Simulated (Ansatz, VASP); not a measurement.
Se: VASP beside Ansatz

```
CELL_PARAMETERS angstrom
4.45352 0.00000 0.00000
-2.22676 3.85686 0.00000
0.00000 0.00000 4.95360
ATOMIC_POSITIONS crystal
Se 0.22540 0.00000 0.33333
Se 0.00000 0.22540 0.66667
Se 0.77460 0.77460 0.00000
```

Change from the starting cell: equal xx and yy strain of +2 %, crystal datasets.

Alike in both runs: task electric field gradients; functional PBE; k mesh 6 × 6 × 5; occupations fermi-dirac, width 0.03 eV; no spin polarisation.

```csv
,VASP,Ansatz
version,VASP 6.6.1,Ansatz 0.2.0
potentials or method,"VASP PAW PBE potentials, release 64 (Se), cutoff 520 eV","all-electron PAW with datasets made for the crystal, scalar-relativistic"
```

Ansatz gave:

| Quantity | Value |
| --- | --- |
| gap on the k mesh at the Fermi level (eV) | 1.31 |
| pressure (GPa) | 0.9 |
| traceless stress, the component that is largest in VASP (GPa) | 0.83 |
| rms of the force components (eV/Å) | 0.012 |
| size of Vzz on the site where it differs most (V/Å²) | 537.8 |

Problem. Estimate VASP's values.

Solution. gap on the k mesh at the Fermi level (eV): 1.31; pressure (GPa): 1.0; traceless stress, the component that is largest in VASP (GPa): 0.87; rms of the force components (eV/Å): 0.031; size of Vzz on the site where it differs most (V/Å²): 516.7.

Atom by atom the forces differ by 0.019 eV/Å (rms over components). Ansatz ran all-electron here, and VASP with PAW potentials.
